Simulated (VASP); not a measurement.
# Ca (P6_3/mmc) in VASP: further runs

Runs on Ca. Level: r2SCAN. Tasks: single point.

All numbers are computed with VASP 6.6.1; they aren't measurements. Logs are shortened: lines on timing, memory, paths and dates and some standing lists are left out, and cuts for length are marked.

## 1. The cell of the first run

The structure is hexagonal, space group P6_3/mmc (No. 194). Conventional cell: a = 3.988 Å, b = 3.988 Å, c = 13.082 Å, α = 90.00°, β = 90.00°, γ = 120.00°. Within 5.2 Å of Ca (site symmetry -3m) lie 12 Ca at 3.99 to 4.00 Å. Ca (site symmetry -6m2) has 12 Ca at 3.99 to 4.00 Å within 5.2 Å.

This isn't the form of Ca at room conditions, which is fcc.

## 2. Single point, r2SCAN (45.04 Å³/atom)

POSCAR

```
Ca
1.0
    3.9879138005      0.0000000000      0.0000000000
   -1.9939569002      3.4536346593      0.0000000000
    0.0000000000      0.0000000000     13.0819333118
Ca
4
Direct
    0.0000000000      1.0000000000      1.0000000000
    1.0000000000      1.0000000000      0.5000000000
    0.3333333333      0.6666666667      0.2500000000
    0.6666666667      0.3333333333      0.7500000000
```

INCAR.step1

```
SYSTEM = Ca
ALGO = Normal
EDIFF = 1E-4
ENCUT = 520
GGA = PE
ISMEAR = -1
LASPH = .TRUE.
LCHARG = .FALSE.
LREAL = .FALSE.
LWAVE = .TRUE.
NBANDS = 28
NELM = 80
PREC = Accurate
SIGMA = 0.1
```

INCAR.step2

```
SYSTEM = Ca
ALGO = Normal
EDIFF = 1E-6
ENCUT = 520
ISIF = 2
ISMEAR = -1
ISTART = 1
LASPH = .TRUE.
LCHARG = .FALSE.
LMIXTAU = .TRUE.
LREAL = .FALSE.
LWAVE = .FALSE.
METAGGA = R2SCAN
NBANDS = 28
NELM = 80
PREC = Accurate
SIGMA = 0.1
```

KPOINTS

```
k-points
0
G
  10 10 3
  0 0 0
```

Potentials or basis: VASP PAW PBE potentials, release 64 (Ca_sv).

The run is started by

```sh
cat potpaw_PBE.64/Ca_sv/POTCAR > POTCAR
cp INCAR.step1 INCAR
mpirun -np 1 vasp_std > vasp.out
cp INCAR.step2 INCAR
mpirun -np 1 vasp_std > vasp.out
```

OUTCAR:

```text
SYSTEM = Ca
   EDIFF = 1E-6
   ENCUT = 520
   ISIF = 2
   ISMEAR = -1
   ISTART = 1
   LASPH = .TRUE.
   LREAL = .FALSE.
   METAGGA = R2SCAN
   NELM = 80
   PREC = Accurate

 ion  position               nearest neighbor table
   1  0.000  0.000  0.000-
   2  0.000  0.000  0.500-
   3  0.333  0.667  0.250-
   4  0.667  0.333  0.750-

  LATTYP: Found a hexagonal cell.
 ALAT       =     3.9879138005
 C/A-ratio  =     3.2803952057

  Lattice vectors:

 A1 = (   3.9879138005,   0.0000000000,   0.0000000000)
 A2 = (  -1.9939569002,   3.4536346593,   0.0000000000)
 A3 = (   0.0000000000,   0.0000000000,  13.0819333118)

Analysis of symmetry for initial positions (statically):
=====================================================================
 Subroutine PRICEL returns:
 Original cell was already a primitive cell.

 Routine SETGRP: Setting up the symmetry group for a
 hexagonal supercell.

 Subroutine GETGRP returns: Found 24 space group operations
 (whereof 12 operations were pure point group operations)
 out of a pool of 24 trial point group operations.

The static configuration has the point symmetry D_3d.
 The point group associated with its full space group is D_6h.

Analysis of symmetry for dynamics (positions and initial velocities):
=====================================================================
 Subroutine PRICEL returns:
 Original cell was already a primitive cell.

 Routine SETGRP: Setting up the symmetry group for a
 hexagonal supercell.

 Subroutine GETGRP returns: Found 24 space group operations
 (whereof 12 operations were pure point group operations)
 out of a pool of 24 trial point group operations.

The dynamic configuration has the point symmetry D_3d.
 The point group associated with its full space group is D_6h.

 Subroutine INISYM returns: Found 24 space group operations
 (whereof 12 operations are pure point group operations),
 and found     1 'primitive' translations

----------------------------------------------------------------------------------------

                                     Primitive cell

  volume of cell :     180.1748

  direct lattice vectors                    reciprocal lattice vectors
     3.987913800  0.000000000  0.000000000     0.250757677  0.144775012  0.000000000
    -1.993956900  3.453634659  0.000000000     0.000000000  0.289550024  0.000000000
[... 87 lines left out ...]
   ENCUT  =  520.0 eV  38.22 Ry    6.18 a.u.   7.41  7.41 24.32*2*pi/ulx,y,z
   NELM   =     80;   NELMIN=  2; NELMDL=  0     # of ELM steps
   EDIFF  = 0.1E-05   stopping-criterion for ELM
   LREAL  =      F    real-space projection
   EDIFFG = 0.1E-04   stopping-criterion for IOM
   NSW    =      0    number of steps for IOM
   IBRION =     -1    ionic relax: 0-MD 1-quasi-New 2-CG
   NFREE  =      0    steps in history (QN), initial steepest desc. (CG)
   ISIF   =      2    stress and relaxation
   ISYM   =      2    0-nonsym 1-usesym 2-fastsym
   POTIM  = 0.5000    time-step for ionic-motion
   TEBEG  =    0.0;   TEEND  =   0.0 temperature during run
   PSTRESS=    0.0 pullay stress
   NELECT =      40.0000    total number of electrons
   NUPDOWN=      -1.0000    fix difference up-down
   EMIN   =  10.00;   EMAX   =-10.00  energy-range for DOS
   EFERMI =   0.00;   METHOD = LEGACY
   ISMEAR =    -1;   SIGMA  =   0.10  broadening in eV -4-tet -1-fermi 0-gaus
   EFERMI_NEDOS =   21; number of points for ismear=-14 and -15
   IALGO  =     38    algorithm
   IMIX   =      4    mixing-type and parameters
     AMIX     =   0.40;   BMIX     =  1.00
     AMIX_MAG =   1.60;   BMIX_MAG =  1.00
  volume/ion in A,a.u.               =      45.04       303.97
  Fermi-wavevector in a.u.,A,eV,Ry     =   0.991281  1.873250 13.369603  0.982638
  Thomas-Fermi vector in A             =   2.123011
   LORBIT       =      0    0 simple, 1 ext, 2 COOP (PROOUT), +10 PAW based schemes
   METAGGA = R2SCAN    functional components
   LHFCALC =     F    Hartree Fock is set to
   AEXX    =    0.0000 exact exchange contribution
   IVDW    =     0    specifies the selected vdW correction
   LEPSILON=     F    determine dielectric tensor
   LRPA    =     F    only Hartree local field effects (RPA)
 non-spin polarized calculation
  energy-cutoff  :      520.00
  volume of cell :      180.17
 maximum number of plane-waves:      4915
 NGX is ok and might be reduce to    30
   NGX = 15   NGY = 15   NGZ = 49

 number of electron      40.0000001 magnetization

 Free energy of the ion-electron system (eV)
  ---------------------------------------------------
  ext. energy  EPLUGINS =         0.00000000
  ---------------------------------------------------
  free energy    TOTEN  =       -28.17943203 eV

  energy without entropy =      -28.02599572  energy(sigma->0) =      -28.10271388

 E-fermi :   1.7794     XC(G=0):  -8.0086

 val. band max:        1.7781203314   @ k =   0.4000   0.1000   0.3333
 cond. band min:       1.7947938295   @ k =   0.5000   0.0000   0.3333
 fundamental gap:      0.0166734982
 Fermi energy:         1.7793620309

 k-point     1 :       0.0000    0.0000    0.0000
  band No.  band energies     occupation
      1     -42.1782      2.00000
      2     -42.1753      2.00000
      3     -42.1687      2.00000
      4     -42.1658      2.00000
      5     -22.3234      2.00000
      6     -22.2687      2.00000
[... 733 lines left out ...]
     27       3.6465      0.00000
     28       3.9248      0.00000

 [... further k-points ...]

------------------------ aborting loop because EDIFF is reached ----------------------------------------

  FORCE on cell =-STRESS in cart. coord.  units (eV):
  Direction    XX          YY          ZZ          XY          YZ          ZX
  --------------------------------------------------------------------------------------
  -------------------------------------------------------------------------------------
  Total       -0.6851060     -0.6851060     -0.6804358     -0.0000000      0.0000000     -0.0000000
  in kB       -6.0922018     -6.0922018     -6.0506729     -0.0000000      0.0000000     -0.0000000
  external PRESSURE =      -6.0783588 kB  Pullay stress =       0.0000000 kB

 VOLUME and BASIS-vectors are now :
 -----------------------------------------------------------------------------
  energy-cutoff  :      520.00
  volume of cell :      180.17
      direct lattice vectors                 reciprocal lattice vectors
     3.987913800  0.000000000  0.000000000     0.250757677  0.144775012  0.000000000
    -1.993956900  3.453634659  0.000000000     0.000000000  0.289550024  0.000000000
     0.000000000  0.000000000 13.081933312     0.000000000  0.000000000  0.076441301

 POSITION                                       TOTAL-FORCE (eV/Angst)
 -----------------------------------------------------------------------------------
      0.00000      0.00000      0.00000        -0.000000      0.000000     -0.000000
      0.00000      0.00000      6.54097        -0.000000      0.000000     -0.000000
     -0.00000      2.30242      3.27048        -0.000000     -0.000000      0.000000
      1.99396      1.15121      9.81145         0.000000      0.000000     -0.000000
 -----------------------------------------------------------------------------------
    total drift:                               -0.000000      0.000000      0.000000

  FREE ENERGIE OF THE ION-ELECTRON SYSTEM (eV)
  ---------------------------------------------------
  free  energy   TOTEN  =       -28.1794320349 eV

  energy  without entropy=      -28.0259957151  energy(sigma->0) =      -28.10271388
```

OUTCAR.step1:

```text
SYSTEM = Ca
   EDIFF = 1E-4
   ENCUT = 520
   GGA = PE
   ISMEAR = -1
   LASPH = .TRUE.
   LREAL = .FALSE.
   NELM = 80
[... 973 lines left out ...]
      0.00000      0.00000      6.54097         0.000000      0.000000      0.000000
     -0.00000      2.30242      3.27048         0.000000      0.000000      0.000000
      1.99396      1.15121      9.81145        -0.000000      0.000000     -0.000000
 -----------------------------------------------------------------------------------
    total drift:                               -0.000000      0.000000      0.000000

  FREE ENERGIE OF THE ION-ELECTRON SYSTEM (eV)
  ---------------------------------------------------
  free  energy   TOTEN  =        -7.7631737480 eV

  energy  without entropy=       -7.5927927148  energy(sigma->0) =       -7.67798323
```

OSZICAR.step1:

```text
N       E                     dE             d eps       ncg     rms          rms(c)
DAV:   1     0.380364267974E+03    0.38036E+03   -0.19191E+04  1584   0.128E+03
DAV:   2     0.152390727911E+02   -0.36513E+03   -0.36147E+03  1636   0.386E+02
DAV:   3    -0.555647985410E+01   -0.20796E+02   -0.20418E+02  2552   0.675E+01
DAV:   4    -0.769704612290E+01   -0.21406E+01   -0.21272E+01  2520   0.187E+01
DAV:   5    -0.778519538461E+01   -0.88149E-01   -0.87952E-01  2320   0.332E+00    0.460E+00
DAV:   6    -0.776710709390E+01    0.18088E-01   -0.81351E-02  2068   0.201E+00    0.271E+00
DAV:   7    -0.776429599021E+01    0.28111E-02   -0.63261E-02  1928   0.224E+00    0.207E-01
DAV:   8    -0.776296954273E+01    0.13264E-02   -0.63772E-03  2100   0.584E-01    0.118E-01
DAV:   9    -0.776312324662E+01   -0.15370E-03   -0.77902E-04  1976   0.101E-01    0.485E-02
DAV:  10    -0.776317374800E+01   -0.50501E-04   -0.16224E-04  1220   0.130E-01
   1 F= -.77631737E+01 E0= -.76779832E+01  d E =-.170381E+00
```

Wall time 12 min (1 thread of Oxide Virtual Turin-like, shared host); peak memory 0.34 GiB.

Results:

| Property | Result |
| --- | --- |
| Free energy | -28.1794 eV |
| Pressure | -0.6 GPa |
| Band gap on the k mesh | zero (bands 20 and 21 overlap by 0.56 eV) |

Levels at points of the mesh, in eV from the Fermi level:
| k point | band 18 | band 19 | band 20 | band 21 | band 22 | band 23 |
| --- | --- | --- | --- | --- | --- | --- |
| (0.00, 0.00, 0.00) | -3.18 | -3.18 | -0.97 | -0.38 | 1.56 | 1.57 |
| (0.50, 0.00, 0.00) | -0.90 | -0.60 | -0.55 | -0.11 | -0.02 | 0.57 |

Caveat: the PAW data sets were made with another functional, which shifts forces and pressure a little.

## 3. Single point, r2SCAN (46.78 Å³/atom)

This run uses another cell than the first one, of 46.78 Å³/atom.

POSCAR

```
Ca
1.0
    4.0383990814      0.0000000000      0.0000000000
   -2.0191995407      3.4973561951      0.0000000000
    0.0000000000      0.0000000000     13.2475449854
Ca
4
Direct
    0.0000000000      1.0000000000      1.0000000000
    1.0000000000      1.0000000000      0.5000000000
    0.3333333333      0.6666666667      0.2500000000
    0.6666666667      0.3333333333      0.7500000000
```

INCAR.step1

```
SYSTEM = Ca
ALGO = Normal
EDIFF = 1E-4
ENCUT = 520
GGA = PE
ISMEAR = -1
LASPH = .True.
LCHARG = .False.
LREAL = .False.
LWAVE = .True.
NBANDS = 28
NELM = 80
PREC = Accurate
SIGMA = 0.1
```

INCAR.step2

```
SYSTEM = Ca
ALGO = Normal
EDIFF = 1E-6
ENCUT = 520
ISIF = 2
ISMEAR = -1
ISTART = 1
LASPH = .True.
LCHARG = .False.
LMIXTAU = .True.
LREAL = .False.
LWAVE = .False.
METAGGA = R2SCAN
NBANDS = 28
NELM = 80
PREC = Accurate
SIGMA = 0.1
```

KPOINTS

```
k-points
0
Gamma
  10 10 3
  0 0 0
```

Potentials or basis: VASP PAW PBE potentials, release 64 (Ca_sv).

The run is started by

```sh
cat potpaw_PBE.64/Ca_sv/POTCAR > POTCAR
cp INCAR.step1 INCAR
mpirun -np 1 vasp_std > vasp.out
cp INCAR.step2 INCAR
mpirun -np 1 vasp_std > vasp.out
```

Wall time 8 min (1 thread of Oxide Virtual Turin-like, shared host); peak memory 0.34 GiB.

The run converged. Its results:

| Quantity | Value |
| --- | --- |
| Free energy | -28.1432 eV |
| Pressure | -1.2 GPa |
| Band gap on the k mesh | zero (bands 20 and 21 overlap by 0.57 eV) |

Levels at points of the mesh, in eV from the Fermi level:
| k point | band 17 | band 18 | band 19 | band 20 | band 21 | band 22 | band 23 | band 24 |
| --- | --- | --- | --- | --- | --- | --- | --- | --- |
| (0.00, 0.00, 0.00) | -4.14 | -3.14 | -3.14 | -0.96 | -0.40 | 1.54 | 1.55 | 2.44 |
| (0.50, 0.00, 0.00) | -1.06 | -0.90 | -0.58 | -0.53 | -0.12 | -0.05 | 0.58 | 0.64 |

Caveat: the PAW data sets were made with another functional, which shifts forces and pressure a little.

(Part 1 of 2 ends here.)

The gap in the log of VASP goes by the Fermi energy; the results here count the filled bands.